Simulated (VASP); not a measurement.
A run of VASP 6.6.1:

The input INCAR:

```
ALGO     = Normal         # electronic algorithm
EDIFF    = 1E-8           # SCF threshold, eV
ENCUT    = 520            # plane-wave cutoff, eV
GGA      = PS             # functional
GGA_COMPAT= False        
ISIF     = 2              # what is computed and relaxed
ISMEAR   = -1             # smearing method
LASPH    = True           # aspherical terms in the spheres
LCHARG   = False          # write CHGCAR
LEFG     = True         
LREAL    = False          # projectors in reciprocal space
LWAVE    = False          # write WAVECAR
NBANDS   = 14             # bands
NELM     = 120            # most SCF steps
PREC     = Accurate       # precision mode
SIGMA    = 0.01           # smearing width, eV
```

The input KPOINTS:

```
k-points
0
Gamma
  10 10 10
```

The input POSCAR:

```
HfN
1.0
    0.0000000000      2.2739607009      2.2739607009
    2.2739607009      0.0000000000      2.2739607009
    2.2739607009      2.2739607009      0.0000000000
Hf N
1 1
Direct
    0.0000000000      0.0000000000      0.0000000000
    0.5000000000      0.5000000000      0.5000000000
```

Potentials or basis: VASP PAW PBE potentials, release 64 (Hf_pv, N).

Run with:

```sh
$ cat potpaw_PBE.64/Hf_pv/POTCAR potpaw_PBE.64/N/POTCAR > POTCAR
$ mpirun -np 1 vasp_std > vasp.out
```

Hardware: 1 thread of Intel Xeon 8259CL (shared host).

Problem. How long does it take, and how much memory?

Solution. Wall time 23 s on 1 thread of Intel Xeon 8259CL (shared host), peak memory 0.15 GiB. Counts: scf iterations 16, k points 47.
